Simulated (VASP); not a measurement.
Here is a VASP 6.6.1 calculation.

INCAR

```
ALGO = Normal
EDIFF = 1E-6
ENCUT = 700
GGA_COMPAT = F
ISIF = 2
ISMEAR = 0
LASPH = T
LCHARG = F
LREAL = F
LWAVE = F
NBANDS = 22
NELM = 120
PREC = Accurate
SIGMA = 0.15
```

File KPOINTS:

```
k-points
0
Gamma
  18 18 10
```

Contents of POSCAR:

```
Ta2N
1.0
    3.0889394892      0.0000000000      0.0000000000
   -1.5444697446      2.6751000684      0.0000000000
    0.0000000000      0.0000000000      4.5781172170
Ta N
2 1
Direct
    0.6666666667      0.3333333333      0.7466885012
    0.3333333333      0.6666666667      0.2533114988
    0.0000000000      0.0000000000      0.0000000000
```

Potentials or basis: VASP PAW LDA potentials, release 64 (Ta_sv_GW, N).

The run is started by

```console
$ cat potpaw_LDA.64/Ta_sv_GW/POTCAR potpaw_LDA.64/N/POTCAR > POTCAR
$ mpirun -np 1 vasp_std > vasp.out
```

**Question.** Predict the largest force.

**Answer.** 0.175 eV/Å.

**Question.** Predict the pressure.

**Answer.** 10.5 GPa.

Stress tensor (GPa, compression positive):
```
 5.84  0.00  0.00
 0.00  5.84  0.00
 0.00  0.00 19.79
```

Caveat: the stress differs along the axes, from 6 to 20 GPa.
